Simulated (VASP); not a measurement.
Runs of VASP 6.6.1 on BiTe. The structure is that of space group R-3m (No. 166), or close to it. The cells are those of the table. 

| cell | gap on the mesh (eV) | pressure (GPa) |
| --- | --- | --- |
| a = 4.360 Å, angles 67.3°, 2 atoms | none | (a) |
| a = 4.107 Å, angles 82.7°, 2 atoms | none | -4.4 |
| a = 5.763 Å, angles 38.9°, 2 atoms | none | -4.3 |
| a = 4.896 Å, angles 52.2°, 2 atoms | none | -1.0 |

Alike in all rows: task single point; level r2SCAN; potentials or basis VASP PAW PBE potentials, release 64 (Bi_d, Te); no spin polarisation; k mesh 14 × 14 × 14; cutoff (eV) 520; smearing gaussian 0.15 eV.

Q: Fill in the values left out.

A: (a) -0.8.

Caveats: the PAW data sets were made with another functional, which shifts forces and pressure a little; spin-orbit coupling is left out, which moves the levels of the heavy elements.

A k mesh can miss the band edges, and the runs leave out spin-orbit coupling on Bi, Te.

A gap of «none» marks levels without a gap at the run's occupations.
